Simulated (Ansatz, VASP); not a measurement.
One calculation of Ta3AlN4, two programs

The input INCAR:

```
SYSTEM = Ta3AlN4
ALGO     = Normal         ! electronic algorithm
EDIFF    = 1E-6           ! SCF threshold, eV
EDIFFG   = -0.04          ! ionic threshold
ENCUT    = 600            ! plane-wave cutoff, eV
GGA      = PE             ! functional
IBRION   = 2              ! ionic algorithm
ISIF     = 3              ! what is computed and relaxed
ISMEAR   = 0              ! smearing method
LASPH    = .TRUE.         ! aspherical terms in the spheres
LCHARG   = .FALSE.        ! write CHGCAR
LREAL    = .FALSE.        ! projectors in reciprocal space
LWAVE    = .FALSE.        ! write WAVECAR
NELM     = 60             ! most SCF steps
NSW      = 90             ! ionic steps
PREC     = Accurate       ! precision mode
SIGMA    = 0.1            ! smearing width, eV
```

Contents of KPOINTS:

```
k-points
0
G
  6 6 6
  0 0 0
```

POSCAR

```
Ta3AlN4
1.0
   -2.3739761300      2.3739761300      4.7479522600
    2.3739761300     -2.3739761300      4.7479522600
    2.3739761300      2.3739761300     -4.7479522600
Ta Al N
3 1 4
Direct
    0.7500000000      0.2500000000      0.5000000000
    0.5000000000      0.5000000000      0.0000000000
    0.2500000000      0.7500000000      0.5000000000
    0.0000000000      0.0000000000      0.0000000000
    0.0000000000      0.5000000000      0.5000000000
    0.7500000000      0.7500000000      0.0000000000
    0.5000000000      0.0000000000      0.5000000000
    0.2500000000      0.2500000000      0.0000000000
```

Input for Ansatz:

```yaml
crystal:
  lattice:
    - [-2.37397613, 2.37397613, 4.74795226]
    - [2.37397613, -2.37397613, 4.74795226]
    - [2.37397613, 2.37397613, -4.74795226]
  atoms:
    - { symbol: Ta, position: [0.75, 0.25, 0.5] }
    - { symbol: Ta, position: [0.5, 0.5, 0.0] }
    - { symbol: Ta, position: [0.25, 0.75, 0.5] }
    - { symbol: Al, position: [0.0, 0.0, 0.0] }
    - { symbol: "N", position: [0.0, 0.5, 0.5] }
    - { symbol: "N", position: [0.75, 0.75, 0.0] }
    - { symbol: "N", position: [0.5, 0.0, 0.5] }
    - { symbol: "N", position: [0.25, 0.25, 0.0] }
basis:
  ecutwfc: 420
kpoints:
  mp_grid: { grid: [6, 6, 6] }
hamiltonian:
  xc: pbe
scf:
  occupations: { method: gaussian, width: 0.1 }
  lower_state_search: "off"
output:
  forces: true
  stress: true
  eigenvalues: true
relax:
  adjacent_minimum: "off"
  f_tol: 0.04
  max_steps: 70
  cell: { stress_tol: 0.4 }
```

Alike in both runs: task relaxation of cell and atoms; functional PBE; k mesh 6 × 6 × 6; occupations gaussian, width 0.1 eV; no spin polarisation.

|  | VASP | Ansatz |
| --- | --- | --- |
| version | VASP 6.6.1 | Ansatz 0.2.0 |
| potentials or method | VASP PAW PBE potentials, release 64 (Ta_pv, Al, N), cutoff 600 eV | scalar-relativistic, plane waves, PAW |
| valence electrons in the cell | 56 | 62 |

|  | VASP | Ansatz | Ansatz less VASP |
| --- | --- | --- | --- |
| gap on the k mesh at the Fermi level, each at its own relaxed structure (eV) | none | none | - |
| relaxed volume (Å³/atom) | 10.41 | 10.39 | -0.017 |
| relaxed cell length with the largest relative difference (Å) | 5.338 | 5.340 | +0.0015 |

A gap of «none» marks a metal or a gap that the smearing closes. VASP's potentials hold 56 valence electrons a cell and Ansatz's 62, so a difference there can come from the potentials and not from the codes.

Neither program's run includes spin-orbit coupling. Noted on VASP's run: the volume moved by over 15 % at a fixed basis, so the end points are rough.
